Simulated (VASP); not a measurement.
ZnCu:

```
Zn Cu
1.0
     2.94500    0.00000    0.00000
     0.00000    2.94500    0.00000
     0.00000    0.00000    2.94500
Zn Cu
1 1
Direct
  0.50000 0.50000 0.50000
  0.00000 0.00000 0.00000
```

- Program: VASP 6.6.1
- Task: relaxation of cell and atoms
- Functional: PBE
- Potentials or basis: VASP PAW PBE potentials, release 64 (Zn, Cu)
- Cutoff: 600 eV
- k mesh: 14 × 14 × 14
- Occupations: gaussian, width 0.1 eV
- Spin: no spin polarisation

At the start: pressure 2.9 GPa; volume 12.77 Å³/atom.

Problem. Where does the relaxation end?

Solution. Over 3 steps the energy falls by 2.5 meV/atom and the volume is 13.07 Å³/atom (+2.3 %); space group Pm-3m (No. 221, to 0.1 Å) before and after.

Step by step:
```csv
step,energy change (eV),largest force (eV/Å),pressure (GPa),volume (Å³)
1,0.0000,0.0000,2.85,25.54
2,-0.0043,0.0000,-1.03,26.39
3,-0.0051,0.0000,0.01,26.14
```

Final structure:
```xyz
2
Lattice="2.9677 0.0000 0.0000 0.0000 2.9677 0.0000 0.0000 0.0000 2.9677" Properties=species:S:1:pos:R:3 pbc="T T T"
Zn    1.4838    1.4838    1.4838
Cu    0.0000    0.0000    0.0000
```
